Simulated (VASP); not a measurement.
A run of VASP 6.6.1 is set up as follows.

Contents of INCAR:

```
ALGO = Fast
EDIFF = 1E-6
ENCUT = 520
GGA = PE
ISIF = 2
ISMEAR = 0
LASPH = True
LCHARG = False
LREAL = False
LWAVE = False
NBANDS = 20
NELM = 100
PREC = Accurate
SIGMA = 0.1
```

File KPOINTS:

```
k-points
0
Gamma
  6 6 6
```

Contents of POSCAR:

```
Y2As
1.0
    2.0055805553      1.1579224735      6.2771759444
   -2.0055805553      1.1579224735      6.2771759444
    0.0000000000     -2.3158449470      6.2771759444
Y As
2 1
Direct
    0.7537538324      0.7537538324      0.7537538324
    0.2462461676      0.2462461676      0.2462461676
    0.0000000000      0.0000000000      0.0000000000
```

Potentials or basis: VASP PAW PBE potentials, release 64 (Y_sv, As).

Command:

```console
$ cat potpaw_PBE.64/Y_sv/POTCAR potpaw_PBE.64/As/POTCAR > POTCAR
$ mpirun -np 1 vasp_std > vasp.out
```

Predict the largest force.

0.012 eV/Å.

Predict the pressure.

-0.2 GPa.

Forces in eV/Å, atoms in the order of the input:
```
Y    0.000  0.000  0.012
Y    0.000  0.000 -0.012
As   0.000  0.000  0.000
```
